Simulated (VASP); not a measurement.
# Au (I4/mmm) in VASP: further runs

The runs below take Au through single point, with PBE.

Everything below comes from runs of VASP 6.6.1. Logs are shortened: lines on timing, memory, paths and dates and some standing lists are left out, and cuts for length are marked.

**1. The cell of the first run**

The structure is tetragonal, space group I4/mmm (No. 139). The conventional cell has a = 2.806 Å, b = 2.806 Å, c = 4.030 Å, α = 90.00°, β = 90.00°, γ = 90.00°. Au (site symmetry 4/mmm) has 12 Au at 2.81 to 2.83 Å within 3.7 Å.

**2. Single point, PBE (strain -0.030 along x and y, -0.015 along z)**

Contents of INCAR:

```
SYSTEM = Au
ALGO = Normal
EDIFF = 1E-7
ENCUT = 520
GGA = PE
ISIF = 2
ISMEAR = 0
LASPH = .TRUE.
LCHARG = .FALSE.
LREAL = .FALSE.
LWAVE = .FALSE.
NBANDS = 12
NELM = 60
PREC = Accurate
SIGMA = 0.15
```

Contents of KPOINTS:

```
k-points
0
G
  20 20 20
  0 0 0
```

Contents of POSCAR:

```
Au
1.0
    0.0000000000      1.9841350000      2.0148175000
    1.9841350000      0.0000000000      2.0148175000
    1.9841350000      1.9841350000      0.0000000000
Au
1
Direct
    0.0000000000      0.0000000000      0.0000000000
```

Potentials or basis: VASP PAW PBE potentials, release 64 (Au).

Started as:

```sh
cat potpaw_PBE.64/Au/POTCAR > POTCAR
mpirun -np 1 vasp_std > vasp.out
```

OUTCAR:

```text
SYSTEM = Au
   EDIFF = 1E-7
   ENCUT = 520
   GGA = PE
   ISIF = 2
   ISMEAR = 0
   LASPH = .TRUE.
   LREAL = .FALSE.
   NELM = 60
   PREC = Accurate

 ion  position               nearest neighbor table
   1  0.000  0.000  0.000-

  LATTYP: Found a body centered tetragonal cell.
 ALAT       =     2.8059906266
 C/A-ratio  =     1.4360828443

  Lattice vectors:

 A1 = (  -1.9841350000,   0.0000000000,   2.0148175000)
 A2 = (   1.9841350000,   0.0000000000,   2.0148175000)
 A3 = (   0.0000000000,   1.9841350000,  -2.0148175000)

Analysis of symmetry for initial positions (statically):
=====================================================================
 Subroutine PRICEL returns:
 Original cell was already a primitive cell.

 Routine SETGRP: Setting up the symmetry group for a
 body centered tetragonal supercell.

 Subroutine GETGRP returns: Found 16 space group operations
 (whereof 16 operations were pure point group operations)
 out of a pool of 16 trial point group operations.

The static configuration has the point symmetry D_4h.

Analysis of symmetry for dynamics (positions and initial velocities):
=====================================================================
 Subroutine PRICEL returns:
 Original cell was already a primitive cell.

 Routine SETGRP: Setting up the symmetry group for a
 body centered tetragonal supercell.

 Subroutine GETGRP returns: Found 16 space group operations
 (whereof 16 operations were pure point group operations)
 out of a pool of 16 trial point group operations.

The dynamic configuration has the point symmetry D_4h.

 Subroutine INISYM returns: Found 16 space group operations
 (whereof 16 operations are pure point group operations),
 and found     1 'primitive' translations

----------------------------------------------------------------------------------------

                                     Primitive cell

  volume of cell :      15.8638

  direct lattice vectors                    reciprocal lattice vectors
     0.000000000  1.984135000  2.014817500    -0.251998982  0.251998982  0.248161434
     1.984135000  0.000000000  2.014817500     0.251998982 -0.251998982  0.248161434
     1.984135000  1.984135000  0.000000000     0.251998982  0.251998982 -0.248161434

  length of vectors
     2.827769661  2.827769661  2.805990627     0.434270735  0.434270735  0.434270735

  position of ions in fractional coordinates (direct lattice)
     0.000000000  0.000000000  0.000000000

  ion indices of the primitive-cell ions
   primitive index   ion index
                 1           1

----------------------------------------------------------------------------------------

 KPOINTS: k-points

Automatic generation of k-mesh.
 Grid dimensions read from file:
 generate k-points for:   20   20   20

 Generating k-lattice:

  Cartesian coordinates                     Fractional coordinates (reciprocal lattice)
    -0.012599949  0.012599949  0.012408072     0.050000000  0.000000000  0.000000000
     0.012599949 -0.012599949  0.012408072     0.000000000  0.050000000  0.000000000
     0.012599949  0.012599949 -0.012408072     0.000000000  0.000000000  0.050000000

  Length of vectors
     0.021713537  0.021713537  0.021713537

  Shift w.r.t. Gamma in fractional coordinates (k-lattice)
     0.000000000  0.000000000  0.000000000

 Subroutine IBZKPT returns following result:
 ===========================================

 Found    641 irreducible k-points:

 Following reciprocal coordinates:
            Coordinates               Weight
  0.000000  0.000000  0.000000      1.000000
  0.050000  0.000000  0.000000      8.000000
  0.100000  0.000000  0.000000      8.000000
  0.150000  0.000000  0.000000      8.000000
  0.200000  0.000000  0.000000      8.000000
  0.250000  0.000000  0.000000      8.000000
[... 16 lines left out ...]
 -0.400000  0.050000  0.000000      8.000000
 -0.350000  0.050000  0.000000      8.000000
 [... further k-points ...]
   k-points           NKPTS =    641   k-points in BZ     NKDIM =    641   number of bands    NBANDS=     12
   number of dos      NEDOS =    301   number of ions     NIONS =      1
   total plane-waves  NPLWV =  13824
   dimension x,y,z NGX =    24 NGY =   24 NGZ =   24
   dimension x,y,z NGXF=    48 NGYF=   48 NGZF=   48
   ions per type =               1
   NGX,Y,Z   is equivalent  to a cutoff of  14.11, 14.11, 14.22 a.u.
   NGXF,Y,Z  is equivalent  to a cutoff of  28.22, 28.22, 28.44 a.u.
 SYSTEM =  Au
   PREC   = accura    normal or accurate (medium, high low for compatibility)
   ISTART =      0    job   : 0-new  1-cont  2-samecut
   ICHARG =      2    charge: 1-file 2-atom 10-const
   ISPIN  =      1    spin polarized calculation?
   LNONCOLLINEAR =      F non collinear calculations
   LSORBIT =      F    spin-orbit coupling
   LASPH  =      T    aspherical Exc in radial PAW
   ENCUT  =  520.0 eV  38.22 Ry    6.18 a.u.   5.26  5.26  5.22*2*pi/ulx,y,z
   NELM   =     60;   NELMIN=  2; NELMDL= -5     # of ELM steps
   EDIFF  = 0.1E-06   stopping-criterion for ELM
   LREAL  =      F    real-space projection
   EDIFFG = 0.1E-05   stopping-criterion for IOM
   NSW    =      0    number of steps for IOM
   IBRION =     -1    ionic relax: 0-MD 1-quasi-New 2-CG
   NFREE  =      0    steps in history (QN), initial steepest desc. (CG)
   ISIF   =      2    stress and relaxation
   ISYM   =      2    0-nonsym 1-usesym 2-fastsym
   POTIM  = 0.5000    time-step for ionic-motion
   TEBEG  =    0.0;   TEEND  =   0.0 temperature during run
   PSTRESS=    0.0 pullay stress
   NELECT =      11.0000    total number of electrons
   NUPDOWN=      -1.0000    fix difference up-down
   EMIN   =  10.00;   EMAX   =-10.00  energy-range for DOS
   EFERMI =   0.00;   METHOD = LEGACY
   ISMEAR =     0;   SIGMA  =   0.15  broadening in eV -4-tet -1-fermi 0-gaus
   EFERMI_NEDOS =   21; number of points for ismear=-14 and -15
   IALGO  =     38    algorithm
   IMIX   =      4    mixing-type and parameters
     AMIX     =   0.40;   BMIX     =  1.00
     AMIX_MAG =   1.60;   BMIX_MAG =  1.00
  volume/ion in A,a.u.               =      15.86       107.05
  Fermi-wavevector in a.u.,A,eV,Ry     =   1.449004  2.738221 28.566976  2.099613
  Thomas-Fermi vector in A             =   2.566781
   LORBIT       =      0    0 simple, 1 ext, 2 COOP (PROOUT), +10 PAW based schemes
   GGA     = PE    functional components
   LHFCALC =     F    Hartree Fock is set to
   AEXX    =    0.0000 exact exchange contribution
   IVDW    =     0    specifies the selected vdW correction
   LEPSILON=     F    determine dielectric tensor
   LRPA    =     F    only Hartree local field effects (RPA)
 non-spin polarized calculation
 Gauss-broadening in eV      SIGMA  =   0.15
  energy-cutoff  :      520.00
  volume of cell :       15.86
 maximum number of plane-waves:       448
 NGX is ok and might be reduce to    24
   NGX = 11   NGY = 11   NGZ = 11

 number of electron      11.0000002 magnetization

 Free energy of the ion-electron system (eV)
  ---------------------------------------------------
  ext. energy  EPLUGINS =         0.00000000
  ---------------------------------------------------
  free energy    TOTEN  =        -3.08102690 eV

  energy without entropy =       -3.07778743  energy(sigma->0) =       -3.07940717

 E-fermi :  10.7324     XC(G=0): -13.1505

 val. band max:       10.7195688077   @ k =  -0.4500   0.0500   0.1000
 cond. band min:      10.7335476421   @ k =   0.5000   0.1000   0.2500
 fundamental gap:      0.0139788344
 Fermi energy:        10.7323792645

 k-point     1 :       0.0000    0.0000    0.0000
  band No.  band energies     occupation
      1       0.0784      2.00000
      2       5.5186      2.00000
      3       5.6720      2.00000
      4       5.6720      2.00000
      5       7.2514      2.00000
      6       7.4218      2.00000
      7      25.1172      0.00000
      8      29.3204      0.00000
      9      29.6353      0.00000
     10      29.6353      0.00000
     11      34.6767      0.00000
     12      40.0534      0.00000

 k-point     2 :       0.0500    0.0000    0.0000
  band No.  band energies     occupation
      1       0.1720      2.00000
      2       5.5248      2.00000
      3       5.6660      2.00000
      4       5.7059      2.00000
      5       7.2366      2.00000
      6       7.4032      2.00000
      7      25.2411      0.00000
      8      28.9182      0.00000
      9      29.5725      0.00000
     10      29.7597      0.00000
     11      35.2486      0.00000
     12      38.8140      0.00000

 k-point     3 :       0.1000    0.0000    0.0000
  band No.  band energies     occupation
      1       0.4465      2.00000
      2       5.4792      2.00000
      3       5.7136      2.00000
      4       5.7980      2.00000
      5       7.2051      2.00000
      6       7.3592      2.00000
      7      25.5693      0.00000
      8      27.6530      0.00000
      9      29.9085      0.00000
     10      30.1193      0.00000
     11      35.6612      0.00000
     12      37.8655      0.00000
[... 286 lines left out ...]
 k-point    23 :      -0.4000    0.0500    0.0000
  band No.  band energies     occupation
      1       2.7899      2.00000
      2       5.5287      2.00000
      3       5.7452      2.00000
      4       7.6281      2.00000
      5       8.3567      2.00000
      6       9.2109      2.00000
      7      15.9130      0.00000
      8      24.8969      0.00000
      9      28.0198      0.00000
     10      29.3632      0.00000
     11      35.6841      0.00000
     12      36.6360      0.00000

 k-point    24 :      -0.3500    0.0500    0.0000
  band No.  band energies     occupation
      1       2.7511      2.00000
      2       5.6191      2.00000
      3       5.8270      2.00000
      4       6.7856      2.00000
      5       8.0499      2.00000
      6       8.6825      2.00000
      7      17.7471      0.00000
      8      25.2712      0.00000
      9      28.5377      0.00000
     10      30.3782      0.00000
     11      34.5858      0.00000
     12      35.9609      0.00000

 [... further k-points ...]

------------------------ aborting loop because EDIFF is reached ----------------------------------------

  FORCE on cell =-STRESS in cart. coord.  units (eV):
  Direction    XX          YY          ZZ          XY          YZ          ZX
  --------------------------------------------------------------------------------------
  -------------------------------------------------------------------------------------
  Total        2.4748865      2.4748865      2.4080110      0.0000000      0.0000000      0.0000000
  in kB      249.9526332    249.9526332    243.1985020      0.0000000      0.0000000      0.0000000
  external PRESSURE =     247.7012562 kB  Pullay stress =       0.0000000 kB

 VOLUME and BASIS-vectors are now :
 -----------------------------------------------------------------------------
  energy-cutoff  :      520.00
  volume of cell :       15.86
      direct lattice vectors                 reciprocal lattice vectors
     0.000000000  1.984135000  2.014817500    -0.251998982  0.251998982  0.248161434
     1.984135000  0.000000000  2.014817500     0.251998982 -0.251998982  0.248161434
     1.984135000  1.984135000  0.000000000     0.251998982  0.251998982 -0.248161434

 POSITION                                       TOTAL-FORCE (eV/Angst)
 -----------------------------------------------------------------------------------
      0.00000      0.00000      0.00000         0.000000      0.000000     -0.000000
 -----------------------------------------------------------------------------------
    total drift:                               -0.000000      0.000000     -0.000000

  FREE ENERGIE OF THE ION-ELECTRON SYSTEM (eV)
  ---------------------------------------------------
  free  energy   TOTEN  =        -3.0810268970 eV

  energy  without entropy=       -3.0777874332  energy(sigma->0) =       -3.07940717
```

Run time: 4.2 min. Hardware: 1 thread of Intel Xeon 8259CL, shared host; peak memory 0.24 GiB.

What came out:

```
Free energy            : -3.0810 eV
Pressure               : 24.8 GPa
Band gap on the k mesh : zero (an odd number of electrons rules out a gap without spin polarisation)
```

Stress tensor (GPa, compression positive):
```
25.00  0.00  0.00
 0.00 25.00  0.00
 0.00  0.00 24.32
```

Caveat: the cell differs from its parent crystal (strain -0.030 along x and y, -0.015 along z); the cell stands under pressure; spin-orbit coupling is left out, which moves the levels of the heavy elements.

[end of part 1 of 2]
